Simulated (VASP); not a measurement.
**OF2: single point with PBEsol**

The system is OF2.

```
CELL_PARAMETERS angstrom
0.00000 2.43642 2.43642
2.43642 0.00000 2.43642
2.43642 2.43642 0.00000
ATOMIC_POSITIONS crystal
O 0.00000 0.00000 0.00000
F 0.75000 0.75000 0.75000
F 0.25000 0.25000 0.25000
```

```yaml
Program: VASP 6.6.1
Task: single point
Functional: PBEsol
Potentials_or_basis: VASP PAW PBE potentials, release 64 (O, F)
Cutoff: 600 eV
k_mesh: 6 × 6 × 6
Occupations: fermi-dirac, width 0.03 eV
Spin: no spin polarisation
Dipole_correction: no
Further_INCAR_settings: ALGO = Normal; EDIFF = 1e-06; NBANDS = 17
```

```yaml
Pressure: -0.6 GPa
Band_gap_on_the_k_mesh: zero (bands 10 and 11 overlap by 0.30 eV)
```

Levels at points of the mesh, in eV from the Fermi level:
```csv
k point,band 8,band 9,band 10,band 11,band 12,band 13
"(0.00, 0.00, 0.00)",-3.27,-3.27,-0.20,-0.20,-0.20,11.86
"(0.50, 0.00, 0.00)",-2.60,-2.05,0.10,0.21,0.21,14.27
"(0.50, 0.50, 0.00)",-1.28,-1.28,-1.00,0.44,0.44,13.61
```

Wall time 13 s on 1 thread of Intel(R) Xeon(R) Platinum 8259CL CPU @ 2.50GHz (Skylake/Cascade Lake), on a shared host, peak memory 0.15 GiB.

Caveat: the k points lie up to 0.37 Å⁻¹ apart; the PAW data sets were made with another functional, which shifts forces and pressure a little.
